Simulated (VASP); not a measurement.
Set up this calculation in VASP 6.6.1, as the native input.

```yaml
Task: single point
Functional: BLYP
Potentials_or_basis: VASP PAW PBE potentials, release 64 (Co)
Cutoff: 520 eV
k_mesh: 12 × 12 × 7
Occupations: fermi-dirac, width 0.05 eV
Spin: collinear spin, ferromagnetic start
Starting_moments: "[2.0, 2.0] μB"
Dipole_correction: no
Further_INCAR_settings: ALGO = Normal; EDIFF = 1e-07; NBANDS = 20
```

The structure of Co lies in POSCAR:

```
Co
1.0
    2.4873648738      0.0000000000      0.0000000000
   -1.2436824369      2.1541211692      0.0000000000
    0.0000000000      0.0000000000      4.0632895034
Co
2
Direct
    0.3333333333      0.6666666667      0.7401390000
    0.6666666667      0.3333333333      0.2598610000
```

One way to write it, as run:

INCAR

```
PREC     = Accurate       # precision mode
ENCUT    = 520            # plane-wave cutoff, eV
EDIFF    = 1E-7           # SCF threshold, eV
ISMEAR   = -1             # smearing method
SIGMA    = 0.05           # smearing width, eV
LREAL    = False          # projectors in reciprocal space
LASPH    = True           # aspherical terms in the spheres
NELM     = 150            # most SCF steps
ALGO     = Normal         # electronic algorithm
ISIF     = 2              # what is computed and relaxed
LWAVE    = False          # write WAVECAR
LCHARG   = False          # write CHGCAR
ISPIN    = 2              # spin polarisation
MAGMOM   = 2 2            # initial moments
LORBIT   = 11             # projections on sites
LMAXMIX  = 4              # l up to which the mixer works
GGA      = B5             # functional
ALDAX    = 1.0          
AGGAX    = 1.0          
AGGAC    = 1.0          
ALDAC    = 0.0          
NBANDS   = 20             # bands
```

KPOINTS

```
regular mesh
0
Gamma
  12 12 7
```

Potentials or basis: VASP PAW PBE potentials, release 64 (Co).

Run with:

```bash
$ cat potpaw_PBE.64/Co/POTCAR > POTCAR
$ mpirun -np 1 vasp_std > vasp.out
```

Results of the run:

* Pressure: 9.4 GPa
* Largest force: 0.522 eV/Å
* Net moment: 3.19 μB per cell
* Site moments: Co +1.61 μB
* Valence electrons inside the program's atomic spheres: Co 8.30

Caveat: the PAW data sets were made with another functional, which shifts forces and pressure a little.

Run time: 39 s on 1 thread of Intel(R) Xeon(R) 6975P-C (Granite Rapids), with other jobs on the host, peak memory 0.18 GiB.
